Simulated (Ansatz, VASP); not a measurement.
# Ti in VASP and in Ansatz

The input INCAR:

```
PREC = Accurate
ENCUT = 400
EDIFF = 1E-8
ISMEAR = -1
SIGMA = 0.05
LREAL = F
LASPH = T
NELM = 120
ALGO = Normal
ISIF = 2
LWAVE = F
LCHARG = F
GGA = PE
LEFG = T
NBANDS = 12
GGA_COMPAT = F
```

Contents of KPOINTS:

```
regular mesh
0
Gamma
  15 15 15
```

Contents of POSCAR:

```
Ti
1.0
    0.0000000000      2.0300000000      2.0503000000
    2.0300000000      0.0000000000      2.0503000000
    2.0300000000      2.0300000000      0.0000000000
Ti
1
Direct
    0.0000000000      0.0000000000      0.0000000000
```

Input for Ansatz:

```yaml
crystal:
  lattice:
    - [0.0, 2.03, 2.0503]
    - [2.03, 0.0, 2.0503]
    - [2.03, 2.03, 0.0]
  atoms:
    - { symbol: Ti, position: [0.0, 0.0, 0.0] }
kpoints:
  mp_grid: { grid: [15, 15, 15] }
scf:
  occupations: { method: fermi_dirac, width: 0.05 }
hamiltonian:
  xc: pbe
  pseudopotentials: { kind: all_electron, datasets: crystal }
output:
  forces: true
  stress: true
  eigenvalues: true
  efg: { contact_densities: true }
```

Change from the starting cell: zz strain of +1 %, crystal datasets.

Alike in both runs: task electric field gradients; functional PBE; k mesh 15 × 15 × 15; occupations fermi-dirac, width 0.05 eV; no spin polarisation.

|  | VASP | Ansatz |
| --- | --- | --- |
| version | VASP 6.6.1 | Ansatz 0.2.0 |
| potentials or method | VASP PAW PBE potentials, release 64 (Ti_sv), cutoff 400 eV | all-electron PAW with datasets made for the crystal, scalar-relativistic |

|  | VASP | Ansatz | Ansatz less VASP |
| --- | --- | --- | --- |
| pressure (GPa) | 2.2 | 3.3 | +1.08 |
| traceless stress, the component that is largest in VASP (GPa) | -0.26 | -0.25 | +0.006 |
| size of Vzz on the site where it differs most (V/Å²) | 0.9 | 0.9 | +0.03 |

Ansatz ran all-electron here, and VASP with PAW potentials.
